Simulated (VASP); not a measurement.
# W in VASP: single point with PBE

Aim: the single point of W with PBE.

All numbers are computed with VASP 6.6.1; they aren't measurements. Logs are shortened: lines on timing, memory, paths and dates and some standing lists are left out, and cuts for length are marked.

### 1 The cell of the first run

The cell holds a slab with vacuum, 5 atoms: a = 2.871 Å, b = 2.871 Å, c = 24.376 Å, α = 90.00°, β = 90.00°, γ = 120.00°.

### 2 Single point, PBE

INCAR reads:

```
PREC = Accurate
ENCUT = 520
EDIFF = 1E-7
ISMEAR = -1
SIGMA = 0.05
LREAL = False
LASPH = True
NELM = 100
ALGO = Normal
ISIF = 2
LWAVE = False
LCHARG = True
LDIPOL = True
IDIPOL = 3
DIPOL = 0.5 0.5 0.500
GGA = PE
LELF = True
LVHAR = True
LVACPOTAV = True
NBANDS = 43
```

KPOINTS reads:

```
regular mesh
0
Gamma
  11 11 1
```

POSCAR reads:

```
W
1.0
    2.8708535316      0.0000000000      0.0000000000
   -1.4354267658      2.4862320889      0.0000000000
    0.0000000000      0.0000000000     24.3761683716
W
5
Direct
    0.6666666667      0.3333333333      0.3076775597
    0.3333333333      0.6666666667      0.4038387799
    0.0000000000      0.0000000000      0.5000000000
    0.6666666667      0.3333333333      0.5961612201
    0.3333333333      0.6666666667      0.6923224403
```

Potentials or basis: VASP PAW PBE potentials, release 64 (W_sv).

Run with:

```
cat potpaw_PBE.64/W_sv/POTCAR > POTCAR
mpirun -np 1 vasp_std > vasp.out
```

OUTCAR:

```text
PREC = Accurate
   ENCUT = 520
   EDIFF = 1E-7
   ISMEAR = -1
   LREAL = False
   LASPH = True
   NELM = 100
   ISIF = 2
   GGA = PE

 ion  position               nearest neighbor table
   1  0.667  0.333  0.308-   2 2.87   2 2.87   2 2.87
   2  0.333  0.667  0.404-   3 2.87   3 2.87   3 2.87   1 2.87   1 2.87   1 2.87
   3  0.000  0.000  0.500-   2 2.87   4 2.87   2 2.87   4 2.87   4 2.87   2 2.87
   4  0.667  0.333  0.596-   3 2.87   3 2.87   3 2.87   5 2.87   5 2.87   5 2.87
   5  0.333  0.667  0.692-   4 2.87   4 2.87   4 2.87

  LATTYP: Found a hexagonal cell.
 ALAT       =     2.8708535316
 C/A-ratio  =     8.4909132783

  Lattice vectors:

 A1 = (   2.8708535316,   0.0000000000,   0.0000000000)
 A2 = (  -1.4354267658,   2.4862320889,   0.0000000000)
 A3 = (   0.0000000000,   0.0000000000,  24.3761683716)

Analysis of symmetry for initial positions (statically):
=====================================================================
 Subroutine PRICEL returns:
 Original cell was already a primitive cell.

 Routine SETGRP: Setting up the symmetry group for a
 hexagonal supercell.

 Subroutine GETGRP returns: Found 12 space group operations
 (whereof 12 operations were pure point group operations)
 out of a pool of 24 trial point group operations.

The static configuration has the point symmetry D_3d.

Analysis of symmetry for dynamics (positions and initial velocities):
=====================================================================
 Subroutine PRICEL returns:
 Original cell was already a primitive cell.

 Routine SETGRP: Setting up the symmetry group for a
 hexagonal supercell.

 Subroutine GETGRP returns: Found 12 space group operations
 (whereof 12 operations were pure point group operations)
 out of a pool of 24 trial point group operations.

The dynamic configuration has the point symmetry D_3d.

 Subroutine INISYM returns: Found 12 space group operations
 (whereof 12 operations are pure point group operations),
 and found     1 'primitive' translations

----------------------------------------------------------------------------------------

                                     Primitive cell

  volume of cell :     173.9875

  direct lattice vectors                    reciprocal lattice vectors
     2.870853532  0.000000000  0.000000000     0.348328464  0.201107532  0.000000000
    -1.435426766  2.486232089  0.000000000     0.000000000  0.402215065  0.000000000
     0.000000000  0.000000000 24.376168372     0.000000000  0.000000000  0.041023675

  length of vectors
     2.870853532  2.870853532 24.376168372     0.402215064  0.402215065  0.041023675

  position of ions in fractional coordinates (direct lattice)
     0.666666667  0.333333333  0.307677560
     0.333333333  0.666666667  0.403838780
     0.000000000  0.000000000  0.500000000
     0.666666667  0.333333333  0.596161220
     0.333333333  0.666666667  0.692322440

  ion indices of the primitive-cell ions
   primitive index   ion index
                 1           1
                 2           2
                 3           3
                 4           4
                 5           5

----------------------------------------------------------------------------------------

 KPOINTS: regular mesh

Automatic generation of k-mesh.
 Grid dimensions read from file:
 generate k-points for:   11   11    1

 Generating k-lattice:

  Cartesian coordinates                     Fractional coordinates (reciprocal lattice)
     0.031666224  0.018282503  0.000000000     0.090909091  0.000000000  0.000000000
     0.000000000  0.036565006  0.000000000     0.000000000  0.090909091  0.000000000
     0.000000000  0.000000000  0.041023675     0.000000000  0.000000000  1.000000000

  Length of vectors
     0.036565006  0.036565006  0.041023675

  Shift w.r.t. Gamma in fractional coordinates (k-lattice)
     0.000000000  0.000000000  0.000000000

 Subroutine IBZKPT returns following result:
 ===========================================

 Found     16 irreducible k-points:

 Following reciprocal coordinates:
            Coordinates               Weight
  0.000000  0.000000  0.000000      1.000000
  0.090909  0.000000  0.000000      6.000000
  0.181818  0.000000  0.000000      6.000000
  0.272727  0.000000  0.000000      6.000000
  0.363636  0.000000  0.000000      6.000000
  0.454545  0.000000  0.000000      6.000000
[... 8 lines left out ...]
  0.272727  0.272727  0.000000      6.000000
  0.363636  0.272727  0.000000      6.000000
   k-points           NKPTS =     16   k-points in BZ     NKDIM =     16   number of bands    NBANDS=     43
   number of dos      NEDOS =    301   number of ions     NIONS =      5
   total plane-waves  NPLWV = 110592
   dimension x,y,z NGX =    24 NGY =   24 NGZ =  192
   dimension x,y,z NGXF=    48 NGYF=   48 NGZF=  384
   ions per type =               5
   NGX,Y,Z   is equivalent  to a cutoff of  13.90, 13.90, 13.09 a.u.
   NGXF,Y,Z  is equivalent  to a cutoff of  27.80, 27.80, 26.19 a.u.
 SYSTEM =  unknown system
   PREC   = accura    normal or accurate (medium, high low for compatibility)
   ISTART =      0    job   : 0-new  1-cont  2-samecut
   ICHARG =      2    charge: 1-file 2-atom 10-const
   ISPIN  =      1    spin polarized calculation?
   LNONCOLLINEAR =      F non collinear calculations
   LSORBIT =      F    spin-orbit coupling
   LASPH  =      T    aspherical Exc in radial PAW
   ENCUT  =  520.0 eV  38.22 Ry    6.18 a.u.   5.34  5.34 45.32*2*pi/ulx,y,z
   NELM   =    100;   NELMIN=  2; NELMDL= -5     # of ELM steps
   EDIFF  = 0.1E-06   stopping-criterion for ELM
   LREAL  =      F    real-space projection
   EDIFFG = 0.1E-05   stopping-criterion for IOM
   NSW    =      0    number of steps for IOM
   IBRION =     -1    ionic relax: 0-MD 1-quasi-New 2-CG
   NFREE  =      0    steps in history (QN), initial steepest desc. (CG)
   ISIF   =      2    stress and relaxation
   ISYM   =      2    0-nonsym 1-usesym 2-fastsym
   POTIM  = 0.5000    time-step for ionic-motion
   TEBEG  =    0.0;   TEEND  =   0.0 temperature during run
   PSTRESS=    0.0 pullay stress
   NELECT =      70.0000    total number of electrons
   NUPDOWN=      -1.0000    fix difference up-down
   EMIN   =  10.00;   EMAX   =-10.00  energy-range for DOS
   EFERMI =   0.00;   METHOD = LEGACY
   ISMEAR =    -1;   SIGMA  =   0.05  broadening in eV -4-tet -1-fermi 0-gaus
   EFERMI_NEDOS =   21; number of points for ismear=-14 and -15
   IALGO  =     38    algorithm
   IMIX   =      4    mixing-type and parameters
     AMIX     =   0.40;   BMIX     =  1.00
     AMIX_MAG =   1.60;   BMIX_MAG =  1.00
  volume/ion in A,a.u.               =      34.80       234.83
  Fermi-wavevector in a.u.,A,eV,Ry     =   1.208560  2.283847 19.872897  1.460617
  Thomas-Fermi vector in A             =   2.344164
   LORBIT       =      0    0 simple, 1 ext, 2 COOP (PROOUT), +10 PAW based schemes
   GGA     = PE    functional components
   LHFCALC =     F    Hartree Fock is set to
   AEXX    =    0.0000 exact exchange contribution
   IVDW    =     0    specifies the selected vdW correction
   LEPSILON=     F    determine dielectric tensor
   LRPA    =     F    only Hartree local field effects (RPA)
 non-spin polarized calculation
  energy-cutoff  :      520.00
  volume of cell :      173.99
 maximum number of plane-waves:      4759
 NGX is ok and might be reduce to    24
   NGX = 11   NGY = 11   NGZ = 91

 dipolmoment           0.000000      0.000000      0.000000 electrons x Angstroem

 number of electron      69.9999990 magnetization

 dipolmoment           0.000000      0.000000     -0.000000 electrons x Angstroem

 Free energy of the ion-electron system (eV)
  ---------------------------------------------------
  ext. energy  EPLUGINS =         0.00000000
  ---------------------------------------------------
  free energy    TOTEN  =       -59.96665499 eV

  energy without entropy =      -59.91177399  energy(sigma->0) =      -59.93921449

 E-fermi :   2.4464     XC(G=0):  -7.2659

 val. band max:        2.4332861019   @ k =   0.0000   0.0000   0.0000
 cond. band min:       2.4518792607   @ k =   0.0909   0.0000   0.0000
 fundamental gap:      0.0185931587
 Fermi energy:         2.4464187268

 k-point     1 :       0.0000    0.0000    0.0000
  band No.  band energies     occupation
      1     -71.3762      2.00000
      2     -71.3757      2.00000
      3     -71.2929      2.00000
      4     -71.2822      2.00000
      5     -71.1810      2.00000
      6     -35.9988      2.00000
[... 35 lines left out ...]
     42       4.7175      0.00000
     43       4.7616      0.00000

 k-point     2 :       0.0909    0.0000    0.0000
  band No.  band energies     occupation
      1     -71.3707      2.00000
      2     -71.3702      2.00000
      3     -71.2876      2.00000
      4     -71.2776      2.00000
      5     -71.1766      2.00000
      6     -35.9753      2.00000
[... 35 lines left out ...]
     42       4.2450      0.00000
     43       4.2985      0.00000

 k-point     3 :       0.1818    0.0000    0.0000
  band No.  band energies     occupation
      1     -71.3558      2.00000
      2     -71.3555      2.00000
      3     -71.2732      2.00000
      4     -71.2651      2.00000
      5     -71.1649      2.00000
      6     -35.9115      2.00000
[... 35 lines left out ...]
     42       3.7316      0.00000
     43       4.0395      0.00000

 k-point     4 :       0.2727    0.0000    0.0000
  band No.  band energies     occupation
      1     -71.3363      2.00000
      2     -71.3362      2.00000
      3     -71.2543      2.00000
      4     -71.2487      2.00000
      5     -71.1496      2.00000
      6     -35.8408      2.00000
[... 495 lines left out ...]
     42       5.4841      0.00000
     43       6.5042      0.00000

 k-point    15 :       0.2727    0.2727    0.0000
  band No.  band energies     occupation
      1     -71.3019      2.00000
      2     -71.3019      2.00000
      3     -71.2206      2.00000
      4     -71.2199      2.00000
      5     -71.1229      2.00000
      6     -35.8610      2.00000
[... 35 lines left out ...]
     42       5.2190      0.00000
     43       6.4448      0.00000

 k-point    16 :       0.3636    0.2727    0.0000
  band No.  band energies     occupation
      1     -71.2983      2.00000
      2     -71.2983      2.00000
      3     -71.2170      2.00000
      4     -71.2169      2.00000
      5     -71.1200      2.00000
      6     -35.8494      2.00000
[... 35 lines left out ...]
     42       5.3881      0.00000
     43       6.5061      0.00000

------------------------ aborting loop because EDIFF is reached ----------------------------------------

  FORCE on cell =-STRESS in cart. coord.  units (eV):
  Direction    XX          YY          ZZ          XY          YZ          ZX
  --------------------------------------------------------------------------------------
  -------------------------------------------------------------------------------------
  Total       -9.3795939     -9.3795939     -1.0290228      0.0000000      0.0000000      0.0000000
  in kB      -86.3726952    -86.3726952     -9.4758337      0.0000000      0.0000000      0.0000000
  external PRESSURE =     -60.7404080 kB  Pullay stress =       0.0000000 kB

 VOLUME and BASIS-vectors are now :
 -----------------------------------------------------------------------------
  energy-cutoff  :      520.00
  volume of cell :      173.99
      direct lattice vectors                 reciprocal lattice vectors
     2.870853532  0.000000000  0.000000000     0.348328464  0.201107532  0.000000000
    -1.435426766  2.486232089  0.000000000     0.000000000  0.402215065  0.000000000
     0.000000000  0.000000000 24.376168372     0.000000000  0.000000000  0.041023675

 POSITION                                       TOTAL-FORCE (eV/Angst)
 -----------------------------------------------------------------------------------
      1.43543      0.82874      7.50000        -0.000000      0.000000      0.008409
     -0.00000      1.65749      9.84404        -0.000000      0.000000      0.190963
      0.00000      0.00000     12.18808         0.000000      0.000000     -0.000000
      1.43543      0.82874     14.53213         0.000000     -0.000000     -0.190963
     -0.00000      1.65749     16.87617         0.000000     -0.000000     -0.008409
 -----------------------------------------------------------------------------------
    total drift:                                0.000000     -0.000000     -0.000000

  FREE ENERGIE OF THE ION-ELECTRON SYSTEM (eV)
  ---------------------------------------------------
  free  energy   TOTEN  =       -59.9666549922 eV

  energy  without entropy=      -59.9117739938  energy(sigma->0) =      -59.93921449

 vacuum level on the upper side and lower side of the slab         7.427         7.427
```

Run time: 6.5 min. Hardware: 1 thread of Intel Xeon 8259CL, shared host; peak memory 0.35 GiB.

Results:

| Quantity | Value |
| --- | --- |
| Free energy | -59.9667 eV |
| Largest force | 0.191 eV/Å |
| Band gap on the k mesh | zero (bands 35 and 36 overlap by 1.00 eV) |

Forces in eV/Å, atoms in the order of the input:
```
W    0.000  0.000  0.008
W    0.000  0.000  0.191
W    0.000  0.000  0.000
W    0.000  0.000 -0.191
W    0.000  0.000 -0.008
```

Caveat: spin-orbit coupling is left out, which moves the levels of the heavy elements.
